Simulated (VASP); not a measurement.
**BaZrO3: single point with r2SCAN**

The system is BaZrO3.

```
CELL_PARAMETERS angstrom
4.03714 0.00000 0.00000
0.00000 4.03714 0.00000
0.00000 0.00000 4.03714
ATOMIC_POSITIONS crystal
Ba 0.00000 0.00000 0.00000
Zr 0.50000 0.50000 0.50000
O 0.50000 0.50000 0.00000
O 0.50000 0.00000 0.50000
O 0.00000 0.50000 0.50000
```

This cell differs from its parent crystal: strain -4.0%.

```json
{
 "Program": "VASP 6.6.1",
 "Task": "single point",
 "Functional": "r2SCAN",
 "Potentials or basis": "VASP PAW PBE potentials, release 64 (Ba_sv, Zr_sv, O)",
 "Cutoff": "520 eV",
 "k mesh": "6 × 6 × 6",
 "Occupations": "gaussian, width 0.01 eV",
 "Spin": "no spin polarisation"
}
```

```yaml
Pressure: 27.8 GPa
Band_gap_on_the_k_mesh: 3.96 eV (least direct gap 4.03 eV)
```

Levels at points of the mesh, in eV from the valence-band top:
```csv
k point,band 18,band 19,band 20,band 21,band 22,band 23
"(0.00, 0.00, 0.00)",-0.07,-0.07,-0.07,3.96,3.96,3.96
"(0.50, 0.00, 0.00)",-1.88,-0.25,-0.25,4.52,7.03,7.03
"(0.50, 0.50, 0.00)",-0.91,-0.47,-0.09,6.98,6.98,7.64
"(0.50, 0.50, 0.50)",0.00,0.00,0.00,7.10,7.10,7.10
```

Run time: 70 s on 1 thread of AMD EPYC 9R45 96-Core Processor (Zen 5), with other jobs on the host, peak memory 0.16 GiB.

Caveat: the cell differs from its parent crystal (strain -4.0%); the cell stands under pressure; the PAW data sets were made with another functional, which shifts forces and pressure a little; spin-orbit coupling is left out, which moves the levels of the heavy elements. A k mesh can miss the band edges.
